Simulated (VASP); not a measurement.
Crystal: Y.

```xyz
2
Lattice="3.6474 0.0000 0.0000 -1.8237 3.1587 0.0000 0.0000 0.0000 5.7306" Properties=species:S:1:pos:R:3 pbc="T T T"
Y     0.0000    2.1058    1.4326
Y     1.8237    1.0529    4.2980
```

* Program: VASP 6.6.1
* Task: relaxation of cell and atoms
* Functional: LDA
* Potentials or basis: VASP PAW LDA potentials, release 64 (Y_sv)
* Cutoff: 600 eV
* k mesh: 7 × 7 × 4
* Occupations: methfessel-paxton, width 0.05 eV
* Spin: no spin polarisation

At the start: pressure -3.7 GPa; volume 33.01 Å³/atom.

Q: Where does the relaxation end?

A: Over 3 steps the energy falls by 37.9 meV/atom and the volume is 29.99 Å³/atom (-9.2 %); space group P6_3/mmc (No. 194, to 0.05 Å).

The path:
| step | energy change (eV) | largest force (eV/Å) | pressure (GPa) | volume (Å³) |
| --- | --- | --- | --- | --- |
| 1 | 0.0000 | 0.0000 | -3.72 | 66.02 |
| 2 | -0.0733 | 0.0000 | 0.80 | 58.96 |
| 3 | -0.0757 | 0.0000 | -0.02 | 59.97 |

Final structure:
```yaml
crystal:
  lattice:
    - [3.54149, 0.00000, 0.00000]
    - [-1.77075, 3.06702, 0.00000]
    - [0.00000, 0.00000, 5.52125]
  atoms:
    - { symbol: Y, position: [0.33333, 0.66667, 0.25000] }
    - { symbol: Y, position: [0.66667, 0.33333, 0.75000] }
```
